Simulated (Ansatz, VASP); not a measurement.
InAs in VASP and in Ansatz

INCAR

```
ALGO     = Normal         # electronic algorithm
EDIFF    = 1E-6           # SCF threshold, eV
ENCUT    = 520            # plane-wave cutoff, eV
GGA      = PE             # functional
ISIF     = 2              # what is computed and relaxed
ISMEAR   = 0              # smearing method
LASPH    = True           # aspherical terms in the spheres
LCHARG   = False          # write CHGCAR
LREAL    = False          # projectors in reciprocal space
LWAVE    = False          # write WAVECAR
NBANDS   = 16             # bands
NELM     = 80             # most SCF steps
PREC     = Accurate       # precision mode
SIGMA    = 0.15           # smearing width, eV
```

The input KPOINTS:

```
k-points
0
Gamma
  14 14 14
```

File POSCAR:

```
InAs
1.0
    0.0000000000      3.0240000000      3.1449600000
    3.0240000000      0.0000000000      3.1449600000
    3.0240000000      3.0240000000      0.0000000000
In As
1 1
Direct
    0.0000000000      0.0000000000      0.0000000000
    0.7500000000      0.7500000000      0.7500000000
```

Input for Ansatz:

```yaml
crystal:
  lattice:
    - [0.0, 3.024, 3.14496]
    - [3.024, 0.0, 3.14496]
    - [3.024, 3.024, 0.0]
  atoms:
    - { symbol: In, position: [0.0, 0.0, 0.0] }
    - { symbol: As, position: [0.75, 0.75, 0.75] }
basis:
  ecutwfc: 420
kpoints:
  mp_grid: { grid: [14, 14, 14] }
hamiltonian:
  xc: pbe
scf:
  occupations: { method: gaussian, width: 0.15 }
output:
  forces: true
  stress: true
  eigenvalues: true
```

Change from the starting cell: strain +0.0400 x Voigt [0, 0, 1, 0, 0, 0], atoms carried along.

Alike in both runs: task single point; functional PBE; k mesh 14 × 14 × 14; occupations gaussian, width 0.15 eV; no spin polarisation.

```csv
,VASP,Ansatz
version,VASP 6.6.1,Ansatz 0.2.0
potentials or method,"VASP PAW PBE potentials, release 64 (In_d, As), cutoff 520 eV","scalar-relativistic, plane waves, PAW"
valence electrons in the cell,18,28
```

|  | VASP | Ansatz | Ansatz less VASP |
| --- | --- | --- | --- |
| gap on the k mesh at the Fermi level (eV) | none | none | - |
| pressure (GPa) | 1.5 | 1.5 | -0.05 |
| traceless stress, the component that is largest in VASP (GPa) | -0.93 | -0.93 | -0.001 |

A gap of «none» marks a metal or a gap that the smearing closes. VASP's potentials hold 18 valence electrons a cell and Ansatz's 28, so a difference there can come from the potentials and not from the codes.
